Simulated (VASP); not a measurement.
Here is a VASP 6.6.1 calculation.

File INCAR:

```
SYSTEM = Cs
  ALGO = Normal
  EDIFF = 1E-6
  ENCUT = 520
  GGA = PS
  ISIF = 2
  ISMEAR = -1
  LASPH = .True.
  LCHARG = .False.
  LREAL = .False.
  LWAVE = .False.
  NBANDS = 10
  NELM = 80
  PREC = Accurate
  SIGMA = 0.13605693000000002
```

File KPOINTS:

```
k-points
0
Gamma
  8 8 8
  0 0 0
```

Contents of POSCAR:

```
Cs
1.0
    4.9024283396      0.0000000000      0.0000000000
    0.0000000000      4.9024283396      0.0000000000
    0.0000000000      0.0000000000      4.9024283396
Cs
1
Direct
    0.0000000000      0.0000000000      0.0000000000
```

Potentials or basis: VASP PAW PBE potentials, release 64 (Cs_sv).

The run is started by

```console
$ cat potpaw_PBE.64/Cs_sv/POTCAR > POTCAR
$ mpirun -np 1 vasp_std > vasp.out
```

(1) What does it give for the pressure?

Answers

(1) 0.0 GPa.

Caveat: the PAW data sets were made with another functional, which shifts forces and pressure a little.
